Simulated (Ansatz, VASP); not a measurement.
# GaN: VASP beside Ansatz

```
CELL_PARAMETERS angstrom
3.21843 0.00000 0.00000
-1.60921 2.78724 0.00000
0.00000 0.00000 10.48606
ATOMIC_POSITIONS crystal
Ga 0.33333 0.66667 0.49957
Ga 0.33333 0.66667 0.99957
Ga 0.66667 0.33333 0.24957
Ga 0.66667 0.33333 0.74957
N 0.33333 0.66667 0.18793
N 0.33333 0.66667 0.68793
N 0.66667 0.33333 0.43793
N 0.66667 0.33333 0.93793
```

Alike in both runs: task single point; functional PBE; k mesh 12 × 12 × 2; occupations gaussian, width 0.05 eV; no spin polarisation.

```csv
,VASP,Ansatz
version,VASP 6.6.1,Ansatz 0.2.0
potentials or method,"VASP PAW PBE potentials, release 64 (Ga_d, N), cutoff 520 eV","scalar-relativistic, plane waves, PAW"
valence electrons in the cell,72,72
```

```csv
,VASP,Ansatz,Ansatz less VASP
gap on the k mesh at the Fermi level (eV),1.72,1.71,-0.005
least direct gap on the mesh (eV),1.72,1.71,-0.005
pressure (GPa),0.1,0.0,-0.14
```

With one functional, cell and mesh, what is left measures potentials, basis and numerics.
